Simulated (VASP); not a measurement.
ZrH2: single point with PBEsol

ZrH2:

```xyz
3
Lattice="0.0000 2.3600 2.3600 2.3600 0.0000 2.3600 2.3600 2.3600 0.0000" Properties=species:S:1:pos:R:3 pbc="T T T"
Zr    0.0000    0.0000    0.0000
H     3.5401    3.5401    3.5401
H     1.1800    1.1800    1.1800
```

| Item | Value |
| --- | --- |
| Program | VASP 6.6.1 |
| Task | single point |
| Functional | PBEsol |
| Potentials or basis | VASP PAW PBE potentials, release 64 (Zr_sv, H) |
| Cutoff | 520 eV |
| k mesh | 10 × 10 × 10 |
| Occupations | fermi-dirac, width 0.1 eV |
| Spin | no spin polarisation |

The pressure is 4.2 GPa and the band gap on the k mesh is zero (band 7 reaches 9.37 eV, above the bottom of band 8 at 8.55 eV).

Levels at points of the mesh, in eV from the Fermi level:
| k point | band 5 | band 6 | band 7 | band 8 | band 9 | band 10 |
| --- | --- | --- | --- | --- | --- | --- |
| (0.00, 0.00, 0.00) | -9.83 | -1.28 | -0.35 | -0.35 | -0.35 | 2.44 |
| (0.50, 0.00, 0.00) | -7.65 | -4.36 | -0.22 | -0.22 | 3.92 | 3.92 |
| (0.50, 0.50, 0.00) | -6.80 | -4.44 | -3.57 | 4.12 | 4.19 | 4.19 |

It took 9.3 s on 1 thread of Intel(R) Xeon(R) 6975P-C (Granite Rapids), on a shared host, peak memory 0.16 GiB.

Caveat: the PAW data sets were made with another functional, which shifts forces and pressure a little.
